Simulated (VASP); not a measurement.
# K (Pm-3m) in VASP: notebook

The runs below take K through single point, with PBE.

Everything below comes from runs of VASP 6.6.1. Logs are shortened: lines on timing, memory, paths and dates and some standing lists are left out, and cuts for length are marked.

## 1. The cell of the first run

Symmetry: Pm-3m, No. 221, cubic system. The conventional cell has a = 4.271 Å, b = 4.271 Å, c = 4.271 Å, α = 90.00°, β = 90.00°, γ = 90.00°. Within 5.6 Å of K (site symmetry m-3m) lie 6 K at 4.27 Å.

## 2. Single point, PBE

INCAR

```
SYSTEM = K
PREC = Accurate
ENCUT = 520
EDIFF = 1E-6
ISMEAR = -1
SIGMA = 0.06122561905347299
LREAL = .False.
LASPH = .True.
NELM = 60
ALGO = Normal
ISIF = 2
LWAVE = .False.
LCHARG = .False.
GGA = PE
NBANDS = 10
```

KPOINTS

```
Automatic mesh
0
Gamma
  13 13 13
  0 0 0
```

POSCAR

```
K
1.0
    4.2705003445      0.0000000000      0.0000000000
    0.0000000000      4.2705003445      0.0000000000
    0.0000000000      0.0000000000      4.2705003445
K
1
Direct
    0.0000000000      0.0000000000      0.0000000000
```

Potentials or basis: VASP PAW PBE potentials, release 64 (K_sv).

On the command line:

```bash
> cat potpaw_PBE.64/K_sv/POTCAR > POTCAR
> mpirun -np 1 vasp_std > vasp.out
```

OUTCAR:

```text
SYSTEM = K
   PREC = Accurate
   ENCUT = 520
   EDIFF = 1E-6
   ISMEAR = -1
   LREAL = .False.
   LASPH = .True.
   NELM = 60
   ISIF = 2
   GGA = PE

 ion  position               nearest neighbor table
   1  0.000  0.000  0.000-

  LATTYP: Found a simple cubic cell.
 ALAT       =     4.2705003445

  Lattice vectors:

 A1 = (   4.2705003445,   0.0000000000,   0.0000000000)
 A2 = (   0.0000000000,   4.2705003445,   0.0000000000)
 A3 = (   0.0000000000,   0.0000000000,   4.2705003445)

Analysis of symmetry for initial positions (statically):
=====================================================================
 Subroutine PRICEL returns:
 Original cell was already a primitive cell.

 Routine SETGRP: Setting up the symmetry group for a
 simple cubic supercell.

 Subroutine GETGRP returns: Found 48 space group operations
 (whereof 48 operations were pure point group operations)
 out of a pool of 48 trial point group operations.

The static configuration has the point symmetry O_h .

Analysis of symmetry for dynamics (positions and initial velocities):
=====================================================================
 Subroutine PRICEL returns:
 Original cell was already a primitive cell.

 Routine SETGRP: Setting up the symmetry group for a
 simple cubic supercell.

 Subroutine GETGRP returns: Found 48 space group operations
 (whereof 48 operations were pure point group operations)
 out of a pool of 48 trial point group operations.

The dynamic configuration has the point symmetry O_h .

 Subroutine INISYM returns: Found 48 space group operations
 (whereof 48 operations are pure point group operations),
 and found     1 'primitive' translations

----------------------------------------------------------------------------------------

                                     Primitive cell

  volume of cell :      77.8819

  direct lattice vectors                    reciprocal lattice vectors
     4.270500345  0.000000000  0.000000000     0.234164599  0.000000000  0.000000000
     0.000000000  4.270500345  0.000000000     0.000000000  0.234164599  0.000000000
     0.000000000  0.000000000  4.270500345     0.000000000  0.000000000  0.234164599

  length of vectors
     4.270500345  4.270500345  4.270500345     0.234164599  0.234164599  0.234164599

  position of ions in fractional coordinates (direct lattice)
     0.000000000  0.000000000  0.000000000

  ion indices of the primitive-cell ions
   primitive index   ion index
                 1           1

----------------------------------------------------------------------------------------

 KPOINTS: Automatic mesh

Automatic generation of k-mesh.
 Grid dimensions read from file:
 generate k-points for:   13   13   13

 Generating k-lattice:

  Cartesian coordinates                     Fractional coordinates (reciprocal lattice)
     0.018012661  0.000000000  0.000000000     0.076923077  0.000000000  0.000000000
     0.000000000  0.018012661  0.000000000     0.000000000  0.076923077  0.000000000
     0.000000000  0.000000000  0.018012661     0.000000000  0.000000000  0.076923077

  Length of vectors
     0.018012661  0.018012661  0.018012661

  Shift w.r.t. Gamma in fractional coordinates (k-lattice)
     0.000000000  0.000000000  0.000000000

 Subroutine IBZKPT returns following result:
 ===========================================

 Found     84 irreducible k-points:

 Following reciprocal coordinates:
            Coordinates               Weight
  0.000000  0.000000  0.000000      1.000000
  0.076923  0.000000  0.000000      6.000000
  0.153846  0.000000  0.000000      6.000000
  0.230769  0.000000  0.000000      6.000000
  0.307692  0.000000  0.000000      6.000000
  0.384615  0.000000  0.000000      6.000000
[... 16 lines left out ...]
  0.307692  0.307692  0.000000     12.000000
  0.384615  0.307692  0.000000     24.000000
 [... further k-points ...]
   k-points           NKPTS =     84   k-points in BZ     NKDIM =     84   number of bands    NBANDS=     10
   number of dos      NEDOS =    301   number of ions     NIONS =      1
   total plane-waves  NPLWV =  32768
   dimension x,y,z NGX =    32 NGY =   32 NGZ =   32
   dimension x,y,z NGXF=    64 NGYF=   64 NGZF=   64
   ions per type =               1
   NGX,Y,Z   is equivalent  to a cutoff of  12.46, 12.46, 12.46 a.u.
   NGXF,Y,Z  is equivalent  to a cutoff of  24.91, 24.91, 24.91 a.u.
 SYSTEM =  K
   PREC   = accura    normal or accurate (medium, high low for compatibility)
   ISTART =      0    job   : 0-new  1-cont  2-samecut
   ICHARG =      2    charge: 1-file 2-atom 10-const
   ISPIN  =      1    spin polarized calculation?
   LNONCOLLINEAR =      F non collinear calculations
   LSORBIT =      F    spin-orbit coupling
   LASPH  =      T    aspherical Exc in radial PAW
   ENCUT  =  520.0 eV  38.22 Ry    6.18 a.u.   7.94  7.94  7.94*2*pi/ulx,y,z
   NELM   =     60;   NELMIN=  2; NELMDL= -5     # of ELM steps
   EDIFF  = 0.1E-05   stopping-criterion for ELM
   LREAL  =      F    real-space projection
   EDIFFG = 0.1E-04   stopping-criterion for IOM
   NSW    =      0    number of steps for IOM
   IBRION =     -1    ionic relax: 0-MD 1-quasi-New 2-CG
   NFREE  =      0    steps in history (QN), initial steepest desc. (CG)
   ISIF   =      2    stress and relaxation
   ISYM   =      2    0-nonsym 1-usesym 2-fastsym
   POTIM  = 0.5000    time-step for ionic-motion
   TEBEG  =    0.0;   TEEND  =   0.0 temperature during run
   PSTRESS=    0.0 pullay stress
   NELECT =       9.0000    total number of electrons
   NUPDOWN=      -1.0000    fix difference up-down
   EMIN   =  10.00;   EMAX   =-10.00  energy-range for DOS
   EFERMI =   0.00;   METHOD = LEGACY
   ISMEAR =    -1;   SIGMA  =   0.06  broadening in eV -4-tet -1-fermi 0-gaus
   EFERMI_NEDOS =   21; number of points for ismear=-14 and -15
   IALGO  =     38    algorithm
   IMIX   =      4    mixing-type and parameters
     AMIX     =   0.40;   BMIX     =  1.00
     AMIX_MAG =   1.60;   BMIX_MAG =  1.00
  volume/ion in A,a.u.               =      77.88       525.57
  Fermi-wavevector in a.u.,A,eV,Ry     =   0.797401  1.506870  8.651247  0.635849
  Thomas-Fermi vector in A             =   1.904111
   LORBIT       =      0    0 simple, 1 ext, 2 COOP (PROOUT), +10 PAW based schemes
   GGA     = PE    functional components
   LHFCALC =     F    Hartree Fock is set to
   AEXX    =    0.0000 exact exchange contribution
   IVDW    =     0    specifies the selected vdW correction
   LEPSILON=     F    determine dielectric tensor
   LRPA    =     F    only Hartree local field effects (RPA)
 non-spin polarized calculation
  energy-cutoff  :      520.00
  volume of cell :       77.88
 maximum number of plane-waves:      2116
 NGX is ok and might be reduce to    32
   NGX = 15   NGY = 15   NGZ = 15

 number of electron       8.9999999 magnetization

 Free energy of the ion-electron system (eV)
  ---------------------------------------------------
  ext. energy  EPLUGINS =         0.00000000
  ---------------------------------------------------
  free energy    TOTEN  =        -0.94685345 eV

  energy without entropy =       -0.93649272  energy(sigma->0) =       -0.94167308

 E-fermi :  -0.2083     XC(G=0):  -5.5056

 val. band max:       -0.2509332874   @ k =   0.4615   0.1538   0.0000
 cond. band min:      -0.2059732336   @ k =   0.3846   0.3077   0.0000
 fundamental gap:      0.0449600538
 Fermi energy:        -0.2083132603

 k-point     1 :       0.0000    0.0000    0.0000
  band No.  band energies     occupation
      1     -32.5451      2.00000
      2     -15.9840      2.00000
      3     -15.9840      2.00000
      4     -15.9840      2.00000
      5      -2.2984      2.00000
      6       2.6820      0.00000
      7       2.6820      0.00000
      8       5.9852      0.00000
      9       5.9860      0.00000
     10       6.0036      0.00000

 k-point     2 :       0.0769    0.0000    0.0000
  band No.  band energies     occupation
      1     -32.5448      2.00000
      2     -15.9892      2.00000
      3     -15.9835      2.00000
      4     -15.9835      2.00000
      5      -2.2424      2.00000
      6       2.6290      0.00000
      7       2.7100      0.00000
      8       5.6710      0.00000
      9       5.6713      0.00000
     10       5.9654      0.00000

 k-point     3 :       0.1538    0.0000    0.0000
  band No.  band energies     occupation
      1     -32.5441      2.00000
      2     -16.0039      2.00000
      3     -15.9823      2.00000
      4     -15.9823      2.00000
      5      -2.0761      2.00000
      6       2.4280      0.00000
      7       2.7910      0.00000
      8       5.3030      0.00000
      9       5.3030      0.00000
     10       5.6077      0.00000

 k-point     4 :       0.2308    0.0000    0.0000
  band No.  band energies     occupation
      1     -32.5431      2.00000
      2     -16.0244      2.00000
      3     -15.9805      2.00000
      4     -15.9805      2.00000
      5      -1.8046      2.00000
      6       2.0220      0.00000
      7       2.9144      0.00000
      8       4.9856      0.00000
      9       4.9856      0.00000
     10       5.5165      0.00000
[... 222 lines left out ...]
 k-point    22 :       0.4615    0.2308    0.0000
  band No.  band energies     occupation
      1     -32.5385      2.00000
      2     -16.0689      2.00000
      3     -16.0151      2.00000
      4     -15.9730      2.00000
      5      -0.0170      0.08420
      6       0.5585      0.00001
      7       3.1431      0.00000
      8       3.4487      0.00000
      9       4.6489      0.00000
     10       5.4408      0.00000

 k-point    23 :       0.3077    0.3077    0.0000
  band No.  band energies     occupation
      1     -32.5389      2.00000
      2     -16.0400      2.00000
      3     -16.0381      2.00000
      4     -15.9736      2.00000
      5      -0.6271      1.99786
      6       1.9415      0.00000
      7       2.1602      0.00000
      8       3.7189      0.00000
      9       4.8823      0.00000
     10       5.2046      0.00000

 k-point    24 :       0.3846    0.3077    0.0000
  band No.  band energies     occupation
      1     -32.5380      2.00000
      2     -16.0564      2.00000
      3     -16.0370      2.00000
      4     -15.9721      2.00000
      5      -0.2060      0.98089
      6       1.4288      0.00000
      7       2.3923      0.00000
      8       3.4706      0.00000
      9       4.8181      0.00000
     10       5.1671      0.00000

 [... further k-points ...]
[... 5 lines left out ...]
  --------------------------------------------------------------------------------------
  -------------------------------------------------------------------------------------
  Total        0.0218975      0.0218975      0.0218975      0.0000000      0.0000000     -0.0000000
  in kB        0.4504740      0.4504740      0.4504740      0.0000000      0.0000000     -0.0000000
  external PRESSURE =       0.4504740 kB  Pullay stress =       0.0000000 kB

 VOLUME and BASIS-vectors are now :
 -----------------------------------------------------------------------------
  energy-cutoff  :      520.00
  volume of cell :       77.88
      direct lattice vectors                 reciprocal lattice vectors
     4.270500345  0.000000000  0.000000000     0.234164599  0.000000000  0.000000000
     0.000000000  4.270500345  0.000000000     0.000000000  0.234164599  0.000000000
     0.000000000  0.000000000  4.270500345     0.000000000  0.000000000  0.234164599

 POSITION                                       TOTAL-FORCE (eV/Angst)
 -----------------------------------------------------------------------------------
      0.00000      0.00000      0.00000         0.000000      0.000000      0.000000
 -----------------------------------------------------------------------------------
    total drift:                                0.000000      0.000000      0.000000

  FREE ENERGIE OF THE ION-ELECTRON SYSTEM (eV)
  ---------------------------------------------------
  free  energy   TOTEN  =        -0.9468534456 eV

  energy  without entropy=       -0.9364927242  energy(sigma->0) =       -0.94167308
```

It took 14 s on 1 thread of Intel Xeon 6975P-C (Granite Rapids), shared host; peak memory 0.2 GiB.

What came out:

- Free energy: -0.9469 eV
- Pressure: 0.0 GPa

## 3. Single point, PBE

This run uses another cell than the first one, of 79.47 Å³/atom, 1.020 times its volume.

INCAR

```
SYSTEM = K
  PREC = Accurate
  ENCUT = 520
  EDIFF = 1E-7
  ISMEAR = -1
  SIGMA = 0.06122561905347299
  LREAL = .FALSE.
  LASPH = .TRUE.
  NELM = 80
  ALGO = Normal
  ISIF = 2
  LWAVE = .FALSE.
  LCHARG = .FALSE.
  GGA = PE
  NBANDS = 10
```

KPOINTS

```
Automatic mesh
0
G
  13 13 13
  0 0 0
```

POSCAR

```
K
1.0
    4.2993559519      0.0000000000      0.0000000000
    0.0000000000      4.2993559519      0.0000000000
    0.0000000000      0.0000000000      4.2993559519
K
1
Direct
    0.0000000000      0.0000000000      0.0000000000
```

Potentials or basis: VASP PAW PBE potentials, release 64 (K_sv).

On the command line:

```bash
> cat potpaw_PBE.64/K_sv/POTCAR > POTCAR
> mpirun -np 1 vasp_std > vasp.out
```

Run time: 13 s. Hardware: 1 thread of Intel Xeon 6975P-C (Granite Rapids), shared host; peak memory 0.2 GiB.

It converged, with:

| Quantity | Value |
| --- | --- |
| Free energy | -0.9471 eV |
| Pressure | 0.0 GPa |

Levels at points of the mesh, in eV from the Fermi level:
```tsv
k point	band 1	band 2	band 3	band 4	band 5	band 6	band 7	band 8	band 9	band 10
(0.00, 0.00, 0.00)	-32.34	-15.78	-15.78	-15.78	-2.06	2.89	2.89	6.15	6.15	6.29
```

## 4. Single point, PBE

This run uses another cell than the first one, of 79.47 Å³/atom, 1.020 times its volume.

INCAR

```
PREC = Accurate ; ENCUT = 520
EDIFF = 1E-6 ; ISMEAR = -1
SIGMA = 0.06122561905347299 ; LREAL = F
LASPH = T ; NELM = 80
ALGO = Normal ; ISIF = 2
LWAVE = F ; LCHARG = F
GGA = PE ; NBANDS = 10
```

KPOINTS

```
Automatic mesh
0
Gamma
  13 13 13
```

POSCAR is that of step 3.

On the command line:

```bash
> cat potpaw_PBE.64/K_sv/POTCAR > POTCAR
> mpirun -np 1 vasp_std > vasp.out
```

Run time: 13 s. Hardware: 1 thread of Intel Xeon 6975P-C (Granite Rapids), shared host; peak memory 0.2 GiB.

Results (log left out):

```
Free energy : -0.9471 eV
Pressure    : 0.0 GPa
```

Levels at points of the mesh, in eV from the Fermi level:
```csv
k point,band 3,band 4,band 5,band 6,band 7,band 8
"(0.00, 0.00, 0.00)",-15.78,-15.78,-2.06,2.89,2.89,6.15
```

(Part 1 of 2 ends here.)
